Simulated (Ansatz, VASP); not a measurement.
**BP: VASP beside Ansatz**

```
B P
1.0
     0.00000    2.26007    2.24877
     2.26007    0.00000    2.24877
     2.26007    2.26007    0.00000
B P
1 1
Direct
  0.00000 0.00000 0.00000
  0.75000 0.75000 0.75000
```

Change from the starting cell: z stretched by -0.5 %, x and y held, PAW files.

Alike in both runs: task single point; functional PBEsol; k mesh 8 × 8 × 8; no spin polarisation.

|  | VASP | Ansatz |
| --- | --- | --- |
| version | VASP 6.6.1 | Ansatz 0.2.0 |
| potentials or method | VASP PAW PBE potentials, release 64 (B, P) | PAW with Ansatz's default frozen-core files, scalar-relativistic |
| plane-wave cutoff (eV) | 500 | 420 |
| occupations | gaussian, width 0.01 eV | fixed |
| valence electrons in the cell | 8 | 8 |

|  | VASP | Ansatz | Ansatz less VASP |
| --- | --- | --- | --- |
| gap on the k mesh at the Fermi level (eV) | 1.07 | 1.07 | +0.005 |
| pressure (GPa) | 1.0 | 0.9 | -0.11 |
| traceless stress, the component that is largest in VASP (GPa) | 0.88 | 0.88 | +0.001 |

VASP's potentials were made for PBE, not for PBEsol.
